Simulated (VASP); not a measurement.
# Sb (Immm) in VASP: a series of runs

Sb is run at these levels: PBE; tasks: single point.

Everything below comes from runs of VASP 6.6.1. Logs are shortened: lines on timing, memory, paths and dates and some standing lists are left out, and cuts for length are marked.

## 1. The cell of the first run

Symmetry: Immm, No. 71, orthorhombic system. Conventional cell: a = 3.376 Å, b = 3.997 Å, c = 4.072 Å, α = 90.00°, β = 90.00°, γ = 90.00°. Within 4.4 Å of Sb (site symmetry mmm) lie 14 Sb at 3.32 to 4.07 Å.

The cell was generated, and may not be a known phase.

## 2. Single point, PBE

INCAR

```
SYSTEM = Sb
PREC     = Accurate       ! precision mode
ENCUT    = 520            ! plane-wave cutoff, eV
EDIFF    = 1E-7           ! SCF threshold, eV
ISMEAR   = 0              ! smearing method
SIGMA    = 0.1            ! smearing width, eV
LREAL    = .False.        ! projectors in reciprocal space
LASPH    = .True.         ! aspherical terms in the spheres
NELM     = 80             ! most SCF steps
ALGO     = Normal         ! electronic algorithm
ISIF     = 2              ! what is computed and relaxed
LWAVE    = .False.        ! write WAVECAR
LCHARG   = .False.        ! write CHGCAR
GGA      = PE             ! functional
NBANDS   = 8              ! bands
```

KPOINTS

```
regular mesh
0
Gamma
  6 6 6
  0 0 0
```

POSCAR

```
Sb
1.0
   -1.6880198629      1.9987365820      2.0359497591
    1.6880198629     -1.9987365820      2.0359497591
    1.6880198629      1.9987365820     -2.0359497591
Sb
1
Direct
    0.0000000000      0.0000000000      0.0000000000
```

Potentials or basis: VASP PAW PBE potentials, release 64 (Sb).

Command:

```
> cat potpaw_PBE.64/Sb/POTCAR > POTCAR
> mpirun -np 1 vasp_std > vasp.out
```

OUTCAR:

```text
SYSTEM = Sb
   PREC = Accurate
   ENCUT = 520
   EDIFF = 1E-7
   ISMEAR = 0
   LREAL = .False.
   LASPH = .True.
   NELM = 80
   ISIF = 2
   GGA = PE

 ion  position               nearest neighbor table
   1  0.000  0.000  0.000-

  LATTYP: Found a body centered orthorhombic cell.
 ALAT       =     3.3760397258
 B/A-ratio  =     1.1840717197
 C/A-ratio  =     1.2061171813

  Lattice vectors:

 A1 = (  -1.6880198629,   1.9987365820,   2.0359497591)
 A2 = (   1.6880198629,  -1.9987365820,   2.0359497591)
 A3 = (   1.6880198629,   1.9987365820,  -2.0359497591)

Analysis of symmetry for initial positions (statically):
=====================================================================
 Subroutine PRICEL returns:
 Original cell was already a primitive cell.

 Routine SETGRP: Setting up the symmetry group for a
 body centered orthorhombic supercell.

 Subroutine GETGRP returns: Found  8 space group operations
 (whereof  8 operations were pure point group operations)
 out of a pool of  8 trial point group operations.

The static configuration has the point symmetry D_2h.

Analysis of symmetry for dynamics (positions and initial velocities):
=====================================================================
 Subroutine PRICEL returns:
 Original cell was already a primitive cell.

 Routine SETGRP: Setting up the symmetry group for a
 body centered orthorhombic supercell.

 Subroutine GETGRP returns: Found  8 space group operations
 (whereof  8 operations were pure point group operations)
 out of a pool of  8 trial point group operations.

The dynamic configuration has the point symmetry D_2h.

 Subroutine INISYM returns: Found  8 space group operations
 (whereof  8 operations are pure point group operations),
 and found     1 'primitive' translations

----------------------------------------------------------------------------------------

                                     Primitive cell

  volume of cell :      27.4764

  direct lattice vectors                    reciprocal lattice vectors
    -1.688019863  1.998736582  2.035949759     0.000000000  0.250158027  0.245585628
     1.688019863 -1.998736582  2.035949759     0.296205045  0.000000000  0.245585628
     1.688019863  1.998736582 -2.035949759     0.296205045  0.250158027  0.000000000

  length of vectors
     3.315033997  3.315033997  3.315033997     0.350558610  0.384772309  0.387706677

  position of ions in fractional coordinates (direct lattice)
     0.000000000  0.000000000  0.000000000

  ion indices of the primitive-cell ions
   primitive index   ion index
                 1           1

----------------------------------------------------------------------------------------

 KPOINTS: regular mesh

Automatic generation of k-mesh.
 Grid dimensions read from file:
 generate k-points for:    6    6    6

 Generating k-lattice:

  Cartesian coordinates                     Fractional coordinates (reciprocal lattice)
     0.000000000  0.041693005  0.040930938     0.166666667 -0.000000000  0.000000000
     0.049367508  0.000000000  0.040930938    -0.000000000  0.166666667  0.000000000
     0.049367508  0.041693005  0.000000000     0.000000000  0.000000000  0.166666667

  Length of vectors
     0.058426435  0.064128718  0.064617779

  Shift w.r.t. Gamma in fractional coordinates (k-lattice)
     0.000000000  0.000000000  0.000000000

 Subroutine IBZKPT returns following result:
 ===========================================

 Found     46 irreducible k-points:

 Following reciprocal coordinates:
            Coordinates               Weight
  0.000000  0.000000  0.000000      1.000000
  0.166667  0.000000  0.000000      4.000000
  0.333333  0.000000 -0.000000      4.000000
  0.500000  0.000000  0.000000      2.000000
  0.000000  0.166667 -0.000000      4.000000
  0.166667  0.166667 -0.000000      8.000000
[... 16 lines left out ...]
 -0.166667  0.166667  0.166667      2.000000
  0.166667  0.333333  0.166667      4.000000
 [... further k-points ...]
   k-points           NKPTS =     46   k-points in BZ     NKDIM =     46   number of bands    NBANDS=      8
   number of dos      NEDOS =    301   number of ions     NIONS =      1
   total plane-waves  NPLWV =  21952
   dimension x,y,z NGX =    28 NGY =   28 NGZ =   28
   dimension x,y,z NGXF=    56 NGYF=   56 NGZF=   56
   ions per type =               1
   NGX,Y,Z   is equivalent  to a cutoff of  14.04, 14.04, 14.04 a.u.
   NGXF,Y,Z  is equivalent  to a cutoff of  28.08, 28.08, 28.08 a.u.
 SYSTEM =  Sb
   PREC   = accura    normal or accurate (medium, high low for compatibility)
   ISTART =      0    job   : 0-new  1-cont  2-samecut
   ICHARG =      2    charge: 1-file 2-atom 10-const
   ISPIN  =      1    spin polarized calculation?
   LNONCOLLINEAR =      F non collinear calculations
   LSORBIT =      F    spin-orbit coupling
   LASPH  =      T    aspherical Exc in radial PAW
   ENCUT  =  520.0 eV  38.22 Ry    6.18 a.u.   6.16  6.16  6.16*2*pi/ulx,y,z
   NELM   =     80;   NELMIN=  2; NELMDL= -5     # of ELM steps
   EDIFF  = 0.1E-06   stopping-criterion for ELM
   LREAL  =      F    real-space projection
   EDIFFG = 0.1E-05   stopping-criterion for IOM
   NSW    =      0    number of steps for IOM
   IBRION =     -1    ionic relax: 0-MD 1-quasi-New 2-CG
   NFREE  =      0    steps in history (QN), initial steepest desc. (CG)
   ISIF   =      2    stress and relaxation
   ISYM   =      2    0-nonsym 1-usesym 2-fastsym
   POTIM  = 0.5000    time-step for ionic-motion
   TEBEG  =    0.0;   TEEND  =   0.0 temperature during run
   PSTRESS=    0.0 pullay stress
   NELECT =       5.0000    total number of electrons
   NUPDOWN=      -1.0000    fix difference up-down
   EMIN   =  10.00;   EMAX   =-10.00  energy-range for DOS
   EFERMI =   0.00;   METHOD = LEGACY
   ISMEAR =     0;   SIGMA  =   0.10  broadening in eV -4-tet -1-fermi 0-gaus
   EFERMI_NEDOS =   21; number of points for ismear=-14 and -15
   IALGO  =     38    algorithm
   IMIX   =      4    mixing-type and parameters
     AMIX     =   0.40;   BMIX     =  1.00
     AMIX_MAG =   1.60;   BMIX_MAG =  1.00
  volume/ion in A,a.u.               =      27.48       185.42
  Fermi-wavevector in a.u.,A,eV,Ry     =   0.927708  1.753114 11.709755  0.860643
  Thomas-Fermi vector in A             =   2.053807
   LORBIT       =      0    0 simple, 1 ext, 2 COOP (PROOUT), +10 PAW based schemes
   GGA     = PE    functional components
   LHFCALC =     F    Hartree Fock is set to
   AEXX    =    0.0000 exact exchange contribution
   IVDW    =     0    specifies the selected vdW correction
   LEPSILON=     F    determine dielectric tensor
   LRPA    =     F    only Hartree local field effects (RPA)
 non-spin polarized calculation
 Gauss-broadening in eV      SIGMA  =   0.10
  energy-cutoff  :      520.00
  volume of cell :       27.48
 maximum number of plane-waves:       751
 NGX is ok and might be reduce to    28
   NGX = 13   NGY = 13   NGZ = 13

 number of electron       5.0000000 magnetization

 Free energy of the ion-electron system (eV)
  ---------------------------------------------------
  ext. energy  EPLUGINS =         0.00000000
  ---------------------------------------------------
  free energy    TOTEN  =        -3.94018265 eV

  energy without entropy =       -3.93860665  energy(sigma->0) =       -3.93939465

 E-fermi :   7.9000     XC(G=0): -10.1344

 val. band max:        7.7316531847   @ k =   0.1667   0.5000   0.0000
 cond. band min:       7.9115219086   @ k =  -0.1667   0.5000   0.1667
 fundamental gap:      0.1798687239
 Fermi energy:         7.8999779998

 k-point     1 :       0.0000    0.0000    0.0000
  band No.  band energies     occupation
      1      -4.5288      2.00000
      2      12.8254      0.00000
      3      12.8671      0.00000
      4      14.4510      0.00000
      5      16.8721      0.00000
      6      18.2453      0.00000
      7      19.8489      0.00000
      8      19.8497      0.00000

 k-point     2 :       0.1667    0.0000    0.0000
  band No.  band energies     occupation
      1      -4.0330      2.00000
      2       9.2534      0.00000
      3      13.0574      0.00000
      4      13.4136      0.00000
      5      17.6439      0.00000
      6      17.9098      0.00000
      7      18.7260      0.00000
      8      19.0009      0.00000

 k-point     3 :       0.3333    0.0000   -0.0000
  band No.  band energies     occupation
      1      -2.6251      2.00000
      2       4.8727      2.00000
      3      12.0301      0.00000
      4      13.3835      0.00000
      5      16.6687      0.00000
      6      17.6019      0.00000
      7      18.6639      0.00000
      8      19.1222      0.00000

 k-point     4 :       0.5000    0.0000    0.0000
  band No.  band energies     occupation
      1      -1.2817      2.00000
      2       2.4863      2.00000
      3      11.4934      0.00000
      4      13.4700      0.00000
      5      16.3079      0.00000
      6      17.2178      0.00000
      7      19.3831      0.00000
      8      20.7852      0.00000

 k-point     5 :       0.0000    0.1667   -0.0000
  band No.  band energies     occupation
      1      -3.9160      2.00000
      2      10.7117      0.00000
      3      11.5614      0.00000
      4      12.5843      0.00000
      5      16.6354      0.00000
      6      16.6897      0.00000
      7      19.4174      0.00000
      8      19.7188      0.00000
[... 177 lines left out ...]
 k-point    22 :       0.3333    0.1667    0.1667
  band No.  band energies     occupation
      1      -0.1273      2.00000
      2       4.0539      2.00000
      3       6.1897      2.00000
      4       8.4965      0.00000
      5      19.3281      0.00000
      6      21.5119      0.00000
      7      22.5005      0.00000
      8      22.5481      0.00000

 k-point    23 :      -0.1667    0.1667    0.1667
  band No.  band energies     occupation
      1      -3.0633      2.00000
      2       9.2737      0.00000
      3      10.7244      0.00000
      4      10.9022      0.00000
      5      15.8058      0.00000
      6      17.2349      0.00000
      7      17.2806      0.00000
      8      17.9184      0.00000

 k-point    24 :       0.1667    0.3333    0.1667
  band No.  band energies     occupation
      1       0.3229      2.00000
      2       3.8979      2.00000
      3       6.6026      2.00000
      4       7.3456      2.00000
      5      19.0527      0.00000
      6      19.0619      0.00000
      7      22.3475      0.00000
      8      22.3748      0.00000

 [... further k-points ...]
[... 5 lines left out ...]
  --------------------------------------------------------------------------------------
  -------------------------------------------------------------------------------------
  Total       -0.0527576     -0.0125736      0.0248825      0.0000000      0.0000000      0.0000000
  in kB       -3.0763456     -0.7331819      1.4509208      0.0000000      0.0000000      0.0000000
  external PRESSURE =      -0.7862022 kB  Pullay stress =       0.0000000 kB

 VOLUME and BASIS-vectors are now :
 -----------------------------------------------------------------------------
  energy-cutoff  :      520.00
  volume of cell :       27.48
      direct lattice vectors                 reciprocal lattice vectors
    -1.688019863  1.998736582  2.035949759     0.000000000  0.250158027  0.245585628
     1.688019863 -1.998736582  2.035949759     0.296205045  0.000000000  0.245585628
     1.688019863  1.998736582 -2.035949759     0.296205045  0.250158027  0.000000000

 POSITION                                       TOTAL-FORCE (eV/Angst)
 -----------------------------------------------------------------------------------
      0.00000      0.00000      0.00000        -0.000000     -0.000000      0.000000
 -----------------------------------------------------------------------------------
    total drift:                               -0.000000      0.000000     -0.000000

  FREE ENERGIE OF THE ION-ELECTRON SYSTEM (eV)
  ---------------------------------------------------
  free  energy   TOTEN  =        -3.9401826469 eV

  energy  without entropy=       -3.9386066470  energy(sigma->0) =       -3.93939465
```

Run time: 8.7 s. Hardware: 1 thread of Intel Xeon Platinum 8375C at 2.90GHz (Ice Lake), shared host; peak memory 0.16 GiB.

Results:

```
Free energy            : -3.9402 eV
Pressure               : -0.1 GPa
Band gap on the k mesh : zero (an odd number of electrons rules out a gap without spin polarisation)
```

Stress tensor (GPa, compression positive):
```
-0.31  0.00  0.00
 0.00 -0.07  0.00
 0.00  0.00  0.15
```

Levels at points of the mesh, in eV from the Fermi level:
```
           k point  band 1  band 2  band 3  band 4  band 5
(0.00, 0.00, 0.00)  -12.43    4.93    4.97    6.55    8.97
(0.50, 0.00, 0.00)   -9.18   -5.41    3.59    5.57    8.41
(0.00, 0.50, 0.00)   -8.07   -5.07    1.59    3.09    6.14
(0.50, 0.50, 0.00)   -8.00   -5.02    1.43    2.85    5.93
(0.50, 0.50, 0.50)   -5.98   -2.71   -2.44    0.73    2.69
```

Caveat: the k points lie up to 0.40 Å⁻¹ apart, too coarse for converged energies and pressures of a metal; spin-orbit coupling is left out, which moves the levels of the heavy elements.

## 3. Single point, PBE

This run uses another cell than the first one, of 33.80 Å³/atom.

INCAR

```
SYSTEM = Sb
PREC = Accurate
ENCUT = 520
EDIFF = 1E-7
ISMEAR = 0
SIGMA = 0.1
LREAL = .FALSE.
LASPH = .TRUE.
NELM = 100
ALGO = Normal
ISIF = 2
LWAVE = .FALSE.
LCHARG = .FALSE.
GGA = PE
NBANDS = 8
```

KPOINTS

```
regular mesh
0
G
  6 6 6
  0 0 0
```

POSCAR

```
Sb
1.0
   -1.8645118700      2.1146795000      2.1432923700
    1.8645118700     -2.1146795000      2.1432923700
    1.8645118700      2.1146795000     -2.1432923700
Sb
1
Direct
    0.0000000000      0.0000000000      0.0000000000
```

Potentials or basis: VASP PAW PBE potentials, release 64 (Sb).

Command:

```
> cat potpaw_PBE.64/Sb/POTCAR > POTCAR
> mpirun -np 1 vasp_std > vasp.out
```

Run time: 8.6 s. Hardware: 1 thread of Intel Xeon Platinum 8375C at 2.90GHz (Ice Lake), shared host; peak memory 0.15 GiB.

It converged, with:

| Property | Result |
| --- | --- |
| Free energy | -3.7251 eV |
| Pressure | -8.2 GPa |
| Band gap on the k mesh | zero (an odd number of electrons rules out a gap without spin polarisation) |

Stress tensor (GPa, compression positive):
```
-10.57   0.00   0.00
  0.00  -7.05   0.00
  0.00   0.00  -6.88
```

Levels at points of the mesh, in eV from the Fermi level:
```tsv
k point	band 1	band 2	band 3	band 4	band 5	band 6	band 7
(0.00, 0.00, 0.00)	-11.18	3.78	3.80	4.45	8.69	9.18	10.59
(0.50, 0.00, 0.00)	-8.74	-4.31	2.22	3.94	6.88	8.15	11.20
(0.00, 0.50, 0.00)	-8.19	-4.11	1.14	2.57	5.57	6.39	12.13
(0.50, 0.50, 0.00)	-8.15	-4.08	1.05	2.43	5.45	6.23	12.50
(0.50, 0.50, 0.50)	-6.59	-2.04	-1.88	-0.06	3.19	4.29	16.23
```

Caveat: the k points lie up to 0.37 Å⁻¹ apart, too coarse for converged energies and pressures of a metal; spin-orbit coupling is left out, which moves the levels of the heavy elements.

The gap in the log of VASP goes by the Fermi energy; the results here count the filled bands.